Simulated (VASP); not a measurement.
# Ge2Sb2Te5 (Cm) in VASP: notebook, part 2 of 2

VASP 6.6.1. Earlier steps stand in the parts before.

### 4 Single point, PBE

This run uses another cell than the first one, of 32.55 Å³/atom.

File INCAR:

```
SYSTEM = Ge2Sb2Te5
PREC = Accurate ; ENCUT = 520
EDIFF = 1E-6 ; ISMEAR = -1
SIGMA = 0.05 ; LREAL = .False.
LASPH = .True. ; NELM = 100
ALGO = Normal ; ISIF = 2
LWAVE = .False. ; LCHARG = .False.
GGA = PE ; NBANDS = 44
```

File KPOINTS:

```
regular mesh
0
Gamma
  5 5 4
  0 0 0
```

File POSCAR:

```
Ge2Sb2Te5
1.0
    6.8844296114     -3.0863112672      0.0000000000
    6.8844296114      3.0863112672      0.0000000000
   -6.8762165767      0.0000000000      6.8929587256
Te Sb Ge
5 2 2
Direct
    0.5947020000      0.5947020000      0.3864330000
    0.7952880000      0.7952880000      0.1961120000
    0.0083240000      0.0083240000      0.0064350000
    0.2065190000      0.2065190000      0.8098030000
    0.3999590000      0.3999590000      0.5971180000
    0.9017080000      0.9017080000      0.5878730000
    0.1118700000      0.1118700000      0.4173520000
    0.2842870000      0.2842870000      0.1878300000
    0.4973430000      0.4973430000      0.0110440000
```

Potentials or basis: VASP PAW PBE potentials, release 64 (Te, Sb, Ge_d).

The run is started by

```
cat potpaw_PBE.64/Te/POTCAR potpaw_PBE.64/Sb/POTCAR potpaw_PBE.64/Ge_d/POTCAR > POTCAR
mpirun -np 1 vasp_std > vasp.out
```

OUTCAR:

```text
SYSTEM = Ge2Sb2Te5
   PREC = Accurate
   ENCUT = 520
   EDIFF = 1E-6
   ISMEAR = -1
   LREAL = .False.
   LASPH = .True.
   NELM = 100
   ISIF = 2
   GGA = PE

 ion  position               nearest neighbor table
   1  0.595  0.595  0.386-   9 2.87   7 3.09   7 3.09   6 3.16   8 3.21
   2  0.795  0.795  0.196-   6 2.97   8 3.09   8 3.09   9 3.10   7 3.22
   3  0.008  0.008  0.006-   8 2.84   9 3.09   9 3.09   7 3.16   6 3.21
   4  0.207  0.207  0.810-   9 2.97   8 3.02   7 3.04   6 3.08
   5  0.400  0.400  0.597-   7 3.00   8 3.07   6 3.09   6 3.09   9 3.23
   6  0.902  0.902  0.588-   2 2.97   4 3.08   5 3.09   5 3.09   1 3.16   3 3.21
   7  0.112  0.112  0.417-   5 3.00   4 3.04   1 3.09   1 3.09   3 3.16   2 3.22
   8  0.284  0.284  0.188-   3 2.84   4 3.02   5 3.07   2 3.09   2 3.09   1 3.21
   9  0.497  0.497  0.011-   1 2.87   4 2.97   3 3.09   3 3.09   2 3.10   5 3.23

  LATTYP: Found a base centered monoclinic cell.
 ALAT       =    13.7688592228
 B/A-ratio  =     0.4483031190
 C/A-ratio  =     0.7071235363
 COS(beta)  =    -0.7062464773

  Lattice vectors:

 A1 = (   6.8844296114,  -3.0863112672,   0.0000000000)
 A2 = (   6.8844296114,   3.0863112672,   0.0000000000)
 A3 = (  -6.8762165767,   0.0000000000,   6.8929587256)

Analysis of symmetry for initial positions (statically):
=====================================================================
 Subroutine PRICEL returns:
 Original cell was already a primitive cell.

 Routine SETGRP: Setting up the symmetry group for a
 base centered monoclinic supercell.

 Subroutine GETGRP returns: Found  2 space group operations
 (whereof  2 operations were pure point group operations)
 out of a pool of  4 trial point group operations.

The static configuration has the point symmetry C_1h.

Analysis of symmetry for dynamics (positions and initial velocities):
=====================================================================
 Subroutine PRICEL returns:
 Original cell was already a primitive cell.

 Routine SETGRP: Setting up the symmetry group for a
 base centered monoclinic supercell.

 Subroutine GETGRP returns: Found  2 space group operations
 (whereof  2 operations were pure point group operations)
 out of a pool of  4 trial point group operations.

The dynamic configuration has the point symmetry C_1h.

 Subroutine INISYM returns: Found  2 space group operations
 (whereof  2 operations are pure point group operations),
 and found     1 'primitive' translations

----------------------------------------------------------------------------------------

                                     Primitive cell

  volume of cell :     292.9162

  direct lattice vectors                    reciprocal lattice vectors
     6.884429611 -3.086311267  0.000000000     0.072627658 -0.162005694  0.072451254
     6.884429611  3.086311267  0.000000000     0.072627658  0.162005694  0.072451254
    -6.876216577  0.000000000  6.892958726     0.000000000  0.000000000  0.145075582

  length of vectors
     7.544580062  7.544580062  9.736284425     0.191754546  0.191754546  0.145075582

  position of ions in fractional coordinates (direct lattice)
[... 45 lines left out ...]

 Found     33 irreducible k-points:

 Following reciprocal coordinates:
            Coordinates               Weight
  0.000000  0.000000  0.000000      1.000000
  0.200000  0.000000  0.000000      4.000000
  0.400000  0.000000  0.000000      4.000000
  0.200000  0.200000  0.000000      2.000000
  0.400000  0.200000  0.000000      4.000000
 -0.400000  0.200000  0.000000      4.000000
[... 16 lines left out ...]
 -0.200000 -0.400000  0.250000      4.000000
 -0.200000 -0.200000  0.250000      2.000000
 [... further k-points ...]
   k-points           NKPTS =     33   k-points in BZ     NKDIM =     33   number of bands    NBANDS=     44
   number of dos      NEDOS =    301   number of ions     NIONS =      9
   total plane-waves  NPLWV = 225792
   dimension x,y,z NGX =    56 NGY =   56 NGZ =   72
   dimension x,y,z NGXF=   112 NGYF=  112 NGZF=  144
   ions per type =               5   2   2
   NGX,Y,Z   is equivalent  to a cutoff of  12.34, 12.34, 12.29 a.u.
   NGXF,Y,Z  is equivalent  to a cutoff of  24.68, 24.68, 24.59 a.u.
 SYSTEM =  Ge2Sb2Te5
   PREC   = accura    normal or accurate (medium, high low for compatibility)
   ISTART =      0    job   : 0-new  1-cont  2-samecut
   ICHARG =      2    charge: 1-file 2-atom 10-const
   ISPIN  =      1    spin polarized calculation?
   LNONCOLLINEAR =      F non collinear calculations
   LSORBIT =      F    spin-orbit coupling
   LASPH  =      T    aspherical Exc in radial PAW
   ENCUT  =  520.0 eV  38.22 Ry    6.18 a.u.  14.03 14.03 18.10*2*pi/ulx,y,z
   NELM   =    100;   NELMIN=  2; NELMDL= -5     # of ELM steps
   EDIFF  = 0.1E-05   stopping-criterion for ELM
   LREAL  =      F    real-space projection
   EDIFFG = 0.1E-04   stopping-criterion for IOM
   NSW    =      0    number of steps for IOM
   IBRION =     -1    ionic relax: 0-MD 1-quasi-New 2-CG
   NFREE  =      0    steps in history (QN), initial steepest desc. (CG)
   ISIF   =      2    stress and relaxation
   ISYM   =      2    0-nonsym 1-usesym 2-fastsym
   POTIM  = 0.5000    time-step for ionic-motion
   TEBEG  =    0.0;   TEEND  =   0.0 temperature during run
   PSTRESS=    0.0 pullay stress
   NELECT =      68.0000    total number of electrons
   NUPDOWN=      -1.0000    fix difference up-down
   EMIN   =  10.00;   EMAX   =-10.00  energy-range for DOS
   EFERMI =   0.00;   METHOD = LEGACY
   ISMEAR =    -1;   SIGMA  =   0.05  broadening in eV -4-tet -1-fermi 0-gaus
   EFERMI_NEDOS =   21; number of points for ismear=-14 and -15
   IALGO  =     38    algorithm
   IMIX   =      4    mixing-type and parameters
     AMIX     =   0.40;   BMIX     =  1.00
     AMIX_MAG =   1.60;   BMIX_MAG =  1.00
  volume/ion in A,a.u.               =      32.55       219.63
  Fermi-wavevector in a.u.,A,eV,Ry     =   1.006151  1.901351 13.773731  1.012341
  Thomas-Fermi vector in A             =   2.138876
   LORBIT       =      0    0 simple, 1 ext, 2 COOP (PROOUT), +10 PAW based schemes
   GGA     = PE    functional components
[... 5 lines left out ...]
 non-spin polarized calculation
  energy-cutoff  :      520.00
  volume of cell :      292.92
 maximum number of plane-waves:      7927
   NGX = 29   NGY = 29   NGZ = 37

 number of electron      68.0000004 magnetization

 Free energy of the ion-electron system (eV)
  ---------------------------------------------------
  ext. energy  EPLUGINS =         0.00000000
  ---------------------------------------------------
  free energy    TOTEN  =       -33.56205645 eV

  energy without entropy =      -33.55720950  energy(sigma->0) =      -33.55963298

 E-fermi :   5.0840     XC(G=0):  -9.0456

 val. band max:        4.9615466309   @ k =  -0.2000   0.4000   0.2500
 cond. band min:       5.2335204442   @ k =  -0.4000   0.2000   0.0000
 fundamental gap:      0.2719738134
 Fermi energy:         5.0839992450

 k-point     1 :       0.0000    0.0000    0.0000
  band No.  band energies     occupation
      1     -19.6279      2.00000
      2     -19.6216      2.00000
      3     -19.6157      2.00000
      4     -19.6132      2.00000
      5     -19.6115      2.00000
      6     -19.6103      2.00000
[... 1117 lines left out ...]
     43       9.4221      0.00000
     44       9.6486      0.00000

 [... further k-points ...]

------------------------ aborting loop because EDIFF is reached ----------------------------------------

  FORCE on cell =-STRESS in cart. coord.  units (eV):
  Direction    XX          YY          ZZ          XY          YZ          ZX
  --------------------------------------------------------------------------------------
  -------------------------------------------------------------------------------------
  Total       -1.4480319     -2.1297183     -1.6314559      0.0000000      0.0000000     -0.1823569
  in kB       -7.9203677    -11.6490196     -8.9236508      0.0000000      0.0000000     -0.9974459
  external PRESSURE =      -9.4976794 kB  Pullay stress =       0.0000000 kB

 VOLUME and BASIS-vectors are now :
 -----------------------------------------------------------------------------
  energy-cutoff  :      520.00
  volume of cell :      292.92
      direct lattice vectors                 reciprocal lattice vectors
     6.884429611 -3.086311267  0.000000000     0.072627658 -0.162005694  0.072451254
     6.884429611  3.086311267  0.000000000     0.072627658  0.162005694  0.072451254
    -6.876216577  0.000000000  6.892958726     0.000000000  0.000000000  0.145075582

 POSITION                                       TOTAL-FORCE (eV/Angst)
 -----------------------------------------------------------------------------------
      5.53117      0.00000      2.66367         0.080299      0.000000      0.032497
      9.60170      0.00000      1.35179        -0.029004      0.000000      0.058056
      0.07036      0.00000      0.04436         0.050522      0.000000      0.062398
     -2.72485      0.00000      5.58194         0.047057      0.000000     -0.093082
      1.40107      0.00000      4.11591         0.025877      0.000000     -0.062947
      8.37315      0.00000      4.05218         0.067650      0.000000     -0.150372
     -1.32948      0.00000      2.87679        -0.012413      0.000000      0.078612
      2.62275      0.00000      1.29470        -0.223420      0.000000     -0.049760
      6.77190      0.00000      0.07613        -0.006567      0.000000      0.124599
 -----------------------------------------------------------------------------------
    total drift:                               -0.000801      0.000000      0.000991

  FREE ENERGIE OF THE ION-ELECTRON SYSTEM (eV)
  ---------------------------------------------------
  free  energy   TOTEN  =       -33.5620564526 eV

  energy  without entropy=      -33.5572094976  energy(sigma->0) =      -33.55963298
```

Run time: 5.9 min. Hardware: 1 thread of Intel Xeon 6975P-C (Granite Rapids), shared host; peak memory 0.74 GiB.

Results:

```yaml
Free_energy: -33.5621 eV
Pressure: -0.9 GPa
Largest_force: 0.229 eV/Å
Band_gap_on_the_k_mesh: 0.27 eV (least direct gap 0.33 eV)
```

Forces in eV/Å, atoms in the order of the input:
```
Te   0.080  0.000  0.032
Te  -0.029  0.000  0.058
Te   0.051  0.000  0.062
Te   0.047  0.000 -0.093
Te   0.026  0.000 -0.063
Sb   0.068  0.000 -0.150
Sb  -0.012  0.000  0.079
Ge  -0.223  0.000 -0.050
Ge  -0.007  0.000  0.125
```

Levels at points of the mesh, in eV from the valence-band top:
| k point | band 30 | band 31 | band 32 | band 33 | band 34 | band 35 | band 36 | band 37 | band 38 | band 39 |
| --- | --- | --- | --- | --- | --- | --- | --- | --- | --- | --- |
| (0.00, 0.00, 0.00) | -1.34 | -0.75 | -0.43 | -0.38 | -0.36 | 1.07 | 1.36 | 2.44 | 2.48 | 3.43 |
| (0.00, 0.00, 0.50) | -1.26 | -0.65 | -0.64 | -0.57 | -0.27 | 0.72 | 1.47 | 1.84 | 2.57 | 2.76 |

Caveat: spin-orbit coupling is left out, which moves the levels of the heavy elements; an odd mesh through Γ misses points on the zone boundary, where band edges can lie.

### 5 Single point, PBEsol+D4

This run uses another cell than the first one, of 28.80 Å³/atom.

File INCAR:

```
ALGO     = Normal         # electronic algorithm
EDIFF    = 1E-7           # SCF threshold, eV
ENCUT    = 520            # plane-wave cutoff, eV
GGA      = PS             # functional
ISIF     = 2              # what is computed and relaxed
ISMEAR   = -1             # smearing method
IVDW     = 13             # dispersion correction
LASPH    = T              # aspherical terms in the spheres
LCHARG   = T              # write CHGCAR
LELF     = T              # ELF
LREAL    = F              # projectors in reciprocal space
LVHAR    = T            
LWAVE    = F              # write WAVECAR
NBANDS   = 44             # bands
NELM     = 100            # most SCF steps
PREC     = Accurate       # precision mode
SIGMA    = 0.05           # smearing width, eV
```

File KPOINTS:

```
k-points
0
Gamma
  5 5 4
```

File POSCAR:

```
Ge2Sb2Te5
1.0
    6.6024158785     -2.9792193790     -0.0207908975
    6.6024158785      2.9792193790     -0.0207908975
   -6.6153559378      0.0000000000      6.6101642557
Te Sb Ge
5 2 2
Direct
    0.5967896467      0.5967896467      0.3991912838
    0.7921021862      0.7921021862      0.1777892510
   -0.0038026523     -0.0038026523     -0.0031979286
    0.2118050888      0.2118050888      0.8170616875
    0.4158258232      0.4158258232      0.6072610509
    0.8942978761      0.8942978761      0.5754666908
    0.1155309907      0.1155309907      0.4226884314
    0.2775520887      0.2775520887      0.1877878647
    0.4998989519      0.4998989519      0.0159516684
```

The run is started by

```
cat potpaw_PBE.64/Te/POTCAR potpaw_PBE.64/Sb/POTCAR potpaw_PBE.64/Ge_d/POTCAR > POTCAR
mpirun -np 1 vasp_std > vasp.out
```

It took 16 min on 1 thread of Intel Xeon 8259CL, shared host; peak memory 0.69 GiB.

The run converged. Its results:

```yaml
Free_energy: -39.5619 eV
Pressure: 0.1 GPa
Largest_force: 0.020 eV/Å
Band_gap_on_the_k_mesh: 0.10 eV (least direct gap 0.20 eV)
Dispersion_energy_per_atom: -0.271 eV
```

Forces in eV/Å, atoms in the order of the input:
```
Te  -0.013  0.000  0.003
Te   0.008  0.000 -0.019
Te  -0.010  0.000 -0.010
Te  -0.005  0.000  0.013
Te   0.010  0.000  0.012
Sb  -0.003  0.000  0.018
Sb  -0.005  0.000 -0.013
Ge   0.012  0.000  0.002
Ge   0.007  0.000 -0.006
```

Levels at points of the mesh, in eV from the valence-band top:
```tsv
k point	band 32	band 33	band 34	band 35	band 36	band 37
(0.00, 0.00, 0.00)	-0.65	-0.55	-0.51	0.83	1.34	2.30
(0.00, 0.00, 0.50)	-0.99	-0.67	-0.40	0.68	1.54	1.75
```

Caveat: the PAW data sets were made with another functional, which shifts forces and pressure a little; spin-orbit coupling is left out, which moves the levels of the heavy elements; an odd mesh through Γ misses points on the zone boundary, where band edges can lie.

### 6 Overview

| level | cell | gap on the mesh (eV) | pressure (GPa) | largest force (eV/Å) |
| --- | --- | --- | --- | --- |
| RPBE | a = 7.495, b = 7.495, c = 9.672 Å, angles 130.1, 130.1, 48.3°, 9 atoms, atomic positions A | 0.25 | 1.2 | 0.19 |
| PBE | a = 7.445, b = 7.445, c = 9.607 Å, angles 130.1, 130.1, 48.3°, 9 atoms, atomic positions A | 0.24 | 0.9 | 0.19 |
| PBE | a = 7.545, b = 7.545, c = 9.736 Å, angles 130.1, 130.1, 48.3°, 9 atoms, atomic positions A | 0.27 | -0.9 | 0.23 |
| PBEsol+D4 | a = 7.243, b = 7.243, c = 9.352 Å, angles 130.3, 130.3, 48.6°, 9 atoms, atomic positions B | 0.10 | 0.1 | 0.02 |

Alike in all rows: task single point; potentials or basis VASP PAW PBE potentials, release 64 (Te, Sb, Ge_d); no spin polarisation; k mesh 5 × 5 × 4; cutoff (eV) 520; smearing fermi-dirac 0.05 eV.

Caveats: spin-orbit coupling is left out, which moves the levels of the heavy elements; an odd mesh through Γ misses points on the zone boundary, where band edges can lie; the PAW data sets were made with another functional, which shifts forces and pressure a little (at least some runs).

Total energies depend on the potentials used, so only differences within one code and one set of settings carry meaning.
